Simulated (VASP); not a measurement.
Write the native input for VASP 6.6.1 that does the following.

- Task: single point
- Functional: PBEsol
- Potentials or basis: VASP PAW PBE potentials, release 64 (Sc_sv, H_h, O_h)
- Cutoff: 910 eV
- k mesh: 12 × 12 × 4
- Occupations: gaussian, width 0.05 eV
- Spin: no spin polarisation
- Dipole correction: no
- Further INCAR settings: ALGO = Normal; EDIFF = 1e-06; NBANDS = 34

The structure of ScHO2 lies in POSCAR:

```
ScHO2
1.0
    3.1990857284      0.0000000000      0.0000000000
   -1.5995428642      2.7704895097      0.0000000000
    0.0000000000      0.0000000000      9.2649554038
Sc H O
2 2 4
Direct
    0.0000000000      0.0000000000      0.5056721708
    0.0000000000      0.0000000000      0.0056721708
    0.6666666667      0.3333333333      0.7715732400
    0.3333333333      0.6666666667      0.2715732400
    0.6666666667      0.3333333333      0.6038768349
    0.6666666667      0.3333333333      0.8825414714
    0.3333333333      0.6666666667      0.1038768349
    0.3333333333      0.6666666667      0.3825414714
```

This cell differs from its parent crystal: atoms displaced along a vibrational mode, then relaxed in part.

One way to write it, as run:

INCAR

```
SYSTEM = ScHO2
PREC = Accurate
ENCUT = 910
EDIFF = 1E-6
ISMEAR = 0
SIGMA = 0.05
LREAL = .FALSE.
LASPH = .TRUE.
NELM = 120
ALGO = Normal
ISIF = 2
LWAVE = .FALSE.
LCHARG = .FALSE.
GGA = PS
NBANDS = 34
GGA_COMPAT = .FALSE.
```

KPOINTS

```
regular mesh
0
G
  12 12 4
  0 0 0
```

Potentials or basis: VASP PAW PBE potentials, release 64 (Sc_sv, H_h, O_h).

Launch:

```sh
$ cat potpaw_PBE.64/Sc_sv/POTCAR potpaw_PBE.64/H_h/POTCAR potpaw_PBE.64/O_h/POTCAR > POTCAR
$ mpirun -np 1 vasp_std > vasp.out
```

Results of the run:

```yaml
Pressure: 0.5 GPa
Largest_force: 0.085 eV/Å
Band_gap_on_the_k_mesh: 4.34 eV (least direct gap 4.70 eV)
```

Caveat: the cell differs from its parent crystal (atoms displaced along a vibrational mode, then relaxed in part); the PAW data sets were made with another functional, which shifts forces and pressure a little.

Run time: 7.9 min on 1 thread of Intel(R) Xeon(R) Platinum 8259CL CPU @ 2.50GHz (Skylake/Cascade Lake), on a shared host, peak memory 0.49 GiB.
